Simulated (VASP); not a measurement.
# SrTlF3 (P-6m2) in VASP: single point with PBE

Aim: the single point of SrTlF3 with PBE.

Program: VASP 6.6.1. These are calculated values, not measurements. Logs are shortened: lines on timing, memory, paths and dates and some standing lists are left out, and cuts for length are marked.

### Step 1. The cell of the first run

Symmetry: P-6m2, No. 187, hexagonal system. The conventional cell has a = 4.181 Å, b = 4.181 Å, c = 7.798 Å, α = 90.00°, β = 90.00°, γ = 120.00°. Sr (site symmetry -6m2) has 5 F at 2.32 to 2.41 Å within 3.1 Å. Tl (site symmetry -6m2) has 6 F at 2.88 Å within 3.8 Å. F (site symmetry 3m) has 1 Sr at 2.32 Å and 3 Tl at 2.88 Å within 3.1 Å. Within 3.2 Å of F (site symmetry -6m2) lie 3 Sr at 2.41 Å.

### Step 2. Single point, PBE

Input file INCAR:

```
SYSTEM = SrTlF3
ALGO = Normal
EDIFF = 1E-6
ENCUT = 520
GGA = PE
ISIF = 2
ISMEAR = 0
LASPH = .TRUE.
LCHARG = .FALSE.
LREAL = .FALSE.
LWAVE = .FALSE.
NBANDS = 30
NELM = 100
PREC = Accurate
SIGMA = 0.1
```

Input file KPOINTS:

```
k-points
0
G
  6 6 2
  0 0 0
```

Input file POSCAR:

```
SrTlF3
1.0
    4.1806185451      0.0000000000      0.0000000000
   -2.0903092725      3.6205218636      0.0000000000
    0.0000000000      0.0000000000      7.7978774326
Sr Tl F
1 1 3
Direct
    0.0000000000      0.0000000000      0.0000000000
    0.6666666667      0.3333333333      0.5000000000
    0.0000000000      0.0000000000      0.2977027281
    0.0000000000      0.0000000000      0.7022972719
    0.6666666667      0.3333333333      0.0000000000
```

Potentials or basis: VASP PAW PBE potentials, release 64 (Sr_sv, Tl_d, F).

On the command line:

```
$ cat potpaw_PBE.64/Sr_sv/POTCAR potpaw_PBE.64/Tl_d/POTCAR potpaw_PBE.64/F/POTCAR > POTCAR
$ mpirun -np 1 vasp_std > vasp.out
```

OUTCAR:

```text
SYSTEM = SrTlF3
   EDIFF = 1E-6
   ENCUT = 520
   GGA = PE
   ISIF = 2
   ISMEAR = 0
   LASPH = .TRUE.
   LREAL = .FALSE.
   NELM = 100
   PREC = Accurate

 ion  position               nearest neighbor table
   1  0.000  0.000  0.000-   3 2.32   4 2.32   5 2.41   5 2.41   5 2.41   2 4.59   2 4.59   2 4.59
                             2 4.59   2 4.59   2 4.59
   2  0.667  0.333  0.500-   3 2.88   4 2.88   3 2.88   4 2.88   3 2.88   4 2.88   1 4.59   1 4.59
                             1 4.59   1 4.59   1 4.59   1 4.59
   3  0.000  0.000  0.298-   1 2.32   2 2.88   2 2.88   2 2.88
   4  0.000  0.000  0.702-   1 2.32   2 2.88   2 2.88   2 2.88
   5  0.667  0.333  0.000-   1 2.41   1 2.41   1 2.41

  LATTYP: Found a hexagonal cell.
 ALAT       =     4.1806185451
 C/A-ratio  =     1.8652449030

  Lattice vectors:

 A1 = (   4.1806185451,   0.0000000000,   0.0000000000)
 A2 = (  -2.0903092725,   3.6205218636,   0.0000000000)
 A3 = (   0.0000000000,   0.0000000000,   7.7978774326)

Analysis of symmetry for initial positions (statically):
=====================================================================
 Subroutine PRICEL returns:
 Original cell was already a primitive cell.

 Routine SETGRP: Setting up the symmetry group for a
 hexagonal supercell.

 Subroutine GETGRP returns: Found 12 space group operations
 (whereof 12 operations were pure point group operations)
 out of a pool of 24 trial point group operations.

The static configuration has the point symmetry D_3h.

Analysis of symmetry for dynamics (positions and initial velocities):
=====================================================================
 Subroutine PRICEL returns:
 Original cell was already a primitive cell.

 Routine SETGRP: Setting up the symmetry group for a
 hexagonal supercell.

 Subroutine GETGRP returns: Found 12 space group operations
 (whereof 12 operations were pure point group operations)
 out of a pool of 24 trial point group operations.

The dynamic configuration has the point symmetry D_3h.

 Subroutine INISYM returns: Found 12 space group operations
 (whereof 12 operations are pure point group operations),
 and found     1 'primitive' translations

----------------------------------------------------------------------------------------

                                     Primitive cell

  volume of cell :     118.0288

  direct lattice vectors                    reciprocal lattice vectors
     4.180618545  0.000000000  0.000000000     0.239199054  0.138101638  0.000000000
    -2.090309272  3.620521864  0.000000000     0.000000000  0.276203276  0.000000000
     0.000000000  0.000000000  7.797877433     0.000000000  0.000000000  0.128240025

  length of vectors
     4.180618545  4.180618545  7.797877433     0.276203276  0.276203276  0.128240025

  position of ions in fractional coordinates (direct lattice)
     0.000000000  0.000000000  0.000000000
     0.666666667  0.333333333  0.500000000
     0.000000000  0.000000000  0.297702728
     0.000000000  0.000000000  0.702297272
     0.666666667  0.333333333  0.000000000

  ion indices of the primitive-cell ions
   primitive index   ion index
                 1           1
                 2           2
                 3           3
                 4           4
                 5           5

----------------------------------------------------------------------------------------

 KPOINTS: k-points

Automatic generation of k-mesh.
 Grid dimensions read from file:
 generate k-points for:    6    6    2

 Generating k-lattice:

  Cartesian coordinates                     Fractional coordinates (reciprocal lattice)
     0.039866509  0.023016940  0.000000000     0.166666667  0.000000000  0.000000000
     0.000000000  0.046033879  0.000000000     0.000000000  0.166666667  0.000000000
     0.000000000  0.000000000  0.064120013     0.000000000  0.000000000  0.500000000

  Length of vectors
     0.046033879  0.046033879  0.064120013

  Shift w.r.t. Gamma in fractional coordinates (k-lattice)
     0.000000000  0.000000000  0.000000000

 Subroutine IBZKPT returns following result:
 ===========================================

 Found     14 irreducible k-points:

 Following reciprocal coordinates:
            Coordinates               Weight
  0.000000  0.000000  0.000000      1.000000
  0.166667  0.000000  0.000000      6.000000
  0.333333  0.000000  0.000000      6.000000
  0.500000  0.000000  0.000000      3.000000
  0.166667  0.166667  0.000000      6.000000
  0.333333  0.166667  0.000000     12.000000
  0.333333  0.333333  0.000000      2.000000
  0.000000  0.000000  0.500000      1.000000
  0.166667  0.000000  0.500000      6.000000
  0.333333  0.000000  0.500000      6.000000
  0.500000  0.000000  0.500000      3.000000
  0.166667  0.166667  0.500000      6.000000
  0.333333  0.166667  0.500000     12.000000
  0.333333  0.333333  0.500000      2.000000
   k-points           NKPTS =     14   k-points in BZ     NKDIM =     14   number of bands    NBANDS=     30
   number of dos      NEDOS =    301   number of ions     NIONS =      5
   total plane-waves  NPLWV =  61440
   dimension x,y,z NGX =    32 NGY =   32 NGZ =   60
   dimension x,y,z NGXF=    64 NGYF=   64 NGZF=  120
   ions per type =               1   1   3
   NGX,Y,Z   is equivalent  to a cutoff of  12.73, 12.73, 12.79 a.u.
   NGXF,Y,Z  is equivalent  to a cutoff of  25.45, 25.45, 25.58 a.u.
 SYSTEM =  SrTlF3
   PREC   = accura    normal or accurate (medium, high low for compatibility)
   ISTART =      0    job   : 0-new  1-cont  2-samecut
   ICHARG =      2    charge: 1-file 2-atom 10-const
   ISPIN  =      1    spin polarized calculation?
   LNONCOLLINEAR =      F non collinear calculations
   LSORBIT =      F    spin-orbit coupling
   LASPH  =      T    aspherical Exc in radial PAW
   ENCUT  =  520.0 eV  38.22 Ry    6.18 a.u.   7.77  7.77 14.50*2*pi/ulx,y,z
   NELM   =    100;   NELMIN=  2; NELMDL= -5     # of ELM steps
   EDIFF  = 0.1E-05   stopping-criterion for ELM
   LREAL  =      F    real-space projection
   EDIFFG = 0.1E-04   stopping-criterion for IOM
   NSW    =      0    number of steps for IOM
   IBRION =     -1    ionic relax: 0-MD 1-quasi-New 2-CG
   NFREE  =      0    steps in history (QN), initial steepest desc. (CG)
   ISIF   =      2    stress and relaxation
   ISYM   =      2    0-nonsym 1-usesym 2-fastsym
   POTIM  = 0.5000    time-step for ionic-motion
   TEBEG  =    0.0;   TEEND  =   0.0 temperature during run
   PSTRESS=    0.0 pullay stress
   NELECT =      44.0000    total number of electrons
   NUPDOWN=      -1.0000    fix difference up-down
   EMIN   =  10.00;   EMAX   =-10.00  energy-range for DOS
   EFERMI =   0.00;   METHOD = LEGACY
   ISMEAR =     0;   SIGMA  =   0.10  broadening in eV -4-tet -1-fermi 0-gaus
   EFERMI_NEDOS =   21; number of points for ismear=-14 and -15
   IALGO  =     38    algorithm
   IMIX   =      4    mixing-type and parameters
     AMIX     =   0.40;   BMIX     =  1.00
     AMIX_MAG =   1.60;   BMIX_MAG =  1.00
  volume/ion in A,a.u.               =      23.61       159.30
  Fermi-wavevector in a.u.,A,eV,Ry     =   1.178229  2.226530 18.887926  1.388223
  Thomas-Fermi vector in A             =   2.314562
   LORBIT       =      0    0 simple, 1 ext, 2 COOP (PROOUT), +10 PAW based schemes
   GGA     = PE    functional components
   LHFCALC =     F    Hartree Fock is set to
   AEXX    =    0.0000 exact exchange contribution
   IVDW    =     0    specifies the selected vdW correction
   LEPSILON=     F    determine dielectric tensor
   LRPA    =     F    only Hartree local field effects (RPA)
 non-spin polarized calculation
 Gauss-broadening in eV      SIGMA  =   0.10
  energy-cutoff  :      520.00
  volume of cell :      118.03
 maximum number of plane-waves:      3215
 NGX is ok and might be reduce to    32
   NGX = 15   NGY = 15   NGZ = 29

 number of electron      43.9999989 magnetization

 Free energy of the ion-electron system (eV)
  ---------------------------------------------------
  ext. energy  EPLUGINS =         0.00000000
  ---------------------------------------------------
  free energy    TOTEN  =       -23.66787565 eV

  energy without entropy =      -23.66787565  energy(sigma->0) =      -23.66787565

 E-fermi :  -0.0223     XC(G=0):  -7.8877

 val. band max:       -0.5840954076   @ k =   0.3333   0.3333   0.0000
 cond. band min:       2.7111412642   @ k =   0.0000   0.0000   0.5000
 fundamental gap:      3.2952366717
 Fermi energy:        -0.0222637921

 k-point     1 :       0.0000    0.0000    0.0000
  band No.  band energies     occupation
      1     -33.1992      2.00000
      2     -22.3770      2.00000
      3     -20.7213      2.00000
      4     -20.5993      2.00000
      5     -15.3028      2.00000
      6     -15.3028      2.00000
[... 22 lines left out ...]
     29       8.3367      0.00000
     30       8.3367      0.00000

 k-point     2 :       0.1667    0.0000    0.0000
  band No.  band energies     occupation
      1     -33.1911      2.00000
      2     -22.4292      2.00000
      3     -20.7183      2.00000
      4     -20.5945      2.00000
      5     -15.3253      2.00000
      6     -15.2517      2.00000
[... 22 lines left out ...]
     29       7.8158      0.00000
     30       8.2603      0.00000

 k-point     3 :       0.3333    0.0000    0.0000
  band No.  band energies     occupation
      1     -33.1747      2.00000
      2     -22.5315      2.00000
      3     -20.7124      2.00000
      4     -20.5852      2.00000
      5     -15.3697      2.00000
      6     -15.1549      2.00000
[... 22 lines left out ...]
     29       7.5532      0.00000
     30       8.3258      0.00000

 k-point     4 :       0.5000    0.0000    0.0000
  band No.  band energies     occupation
      1     -33.1665      2.00000
      2     -22.5815      2.00000
      3     -20.7093      2.00000
      4     -20.5808      2.00000
      5     -15.3916      2.00000
      6     -15.1093      2.00000
[... 286 lines left out ...]
     29       7.5782      0.00000
     30       8.3891      0.00000

 k-point    13 :       0.3333    0.1667    0.5000
  band No.  band energies     occupation
      1     -33.1665      2.00000
      2     -22.5810      2.00000
      3     -20.7513      2.00000
      4     -20.5356      2.00000
      5     -15.4479      2.00000
      6     -15.0504      2.00000
[... 22 lines left out ...]
     29       8.2440      0.00000
     30       9.1326      0.00000

 k-point    14 :       0.3333    0.3333    0.5000
  band No.  band energies     occupation
      1     -33.1623      2.00000
      2     -22.6050      2.00000
      3     -20.7486      2.00000
      4     -20.5343      2.00000
      5     -15.5040      2.00000
      6     -14.9799      2.00000
[... 22 lines left out ...]
     29       8.4548      0.00000
     30       9.7518      0.00000

------------------------ aborting loop because EDIFF is reached ----------------------------------------

  FORCE on cell =-STRESS in cart. coord.  units (eV):
  Direction    XX          YY          ZZ          XY          YZ          ZX
  --------------------------------------------------------------------------------------
  -------------------------------------------------------------------------------------
  Total        0.1899013      0.1899013      0.0616182      0.0000000      0.0000000      0.0000000
  in kB        2.5778071      2.5778071      0.8364336      0.0000000      0.0000000      0.0000000
  external PRESSURE =       1.9973492 kB  Pullay stress =       0.0000000 kB

 VOLUME and BASIS-vectors are now :
 -----------------------------------------------------------------------------
  energy-cutoff  :      520.00
  volume of cell :      118.03
      direct lattice vectors                 reciprocal lattice vectors
     4.180618545  0.000000000  0.000000000     0.239199054  0.138101638  0.000000000
    -2.090309272  3.620521864  0.000000000     0.000000000  0.276203276  0.000000000
     0.000000000  0.000000000  7.797877433     0.000000000  0.000000000  0.128240025

 POSITION                                       TOTAL-FORCE (eV/Angst)
 -----------------------------------------------------------------------------------
      0.00000      0.00000      0.00000        -0.000000     -0.000000      0.000000
      2.09031      1.20684      3.89894         0.000000     -0.000000      0.000000
      0.00000      0.00000      2.32145        -0.000000      0.000000      0.052062
      0.00000      0.00000      5.47643        -0.000000      0.000000     -0.052062
      2.09031      1.20684      0.00000         0.000000      0.000000      0.000000
 -----------------------------------------------------------------------------------
    total drift:                               -0.000001      0.000000      0.000000

  FREE ENERGIE OF THE ION-ELECTRON SYSTEM (eV)
  ---------------------------------------------------
  free  energy   TOTEN  =       -23.6678756468 eV

  energy  without entropy=      -23.6678756468  energy(sigma->0) =      -23.66787565
```

Run time: 23 s. Hardware: 1 thread of Intel Xeon 6975P-C (Granite Rapids), shared host; peak memory 0.25 GiB.

Results:

* Free energy: -23.6679 eV
* Pressure: 0.2 GPa
* Largest force: 0.052 eV/Å
* Band gap on the k mesh: 3.30 eV, indirect (least direct gap 3.90 eV)

Forces on the atoms (eV/Å):
```
Sr   0.000  0.000  0.000
Tl   0.000  0.000  0.000
F    0.000  0.000  0.052
F    0.000  0.000 -0.052
F    0.000  0.000  0.000
```

Stress tensor (GPa, compression positive):
```
0.26 0.00 0.00
0.00 0.26 0.00
0.00 0.00 0.08
```

Levels at points of the mesh, in eV from the valence-band top:
| k point | band 18 | band 19 | band 20 | band 21 | band 22 | band 23 | band 24 | band 25 | band 26 | band 27 |
| --- | --- | --- | --- | --- | --- | --- | --- | --- | --- | --- |
| (0.00, 0.00, 0.00) | -1.42 | -1.41 | -1.41 | -1.26 | -1.09 | 4.21 | 4.50 | 8.26 | 8.26 | 8.55 |
| (0.50, 0.00, 0.00) | -1.71 | -1.59 | -1.44 | -1.02 | -0.17 | 4.21 | 5.57 | 6.32 | 7.08 | 7.71 |
| (0.00, 0.00, 0.50) | -1.50 | -1.50 | -1.32 | -1.32 | -0.60 | 3.30 | 5.93 | 8.23 | 8.39 | 8.39 |
| (0.50, 0.00, 0.50) | -1.73 | -1.72 | -1.68 | -1.34 | -0.18 | 4.39 | 5.35 | 6.13 | 6.93 | 7.67 |

Caveat: spin-orbit coupling is left out, which moves the levels of the heavy elements. A k mesh can miss the band edges.
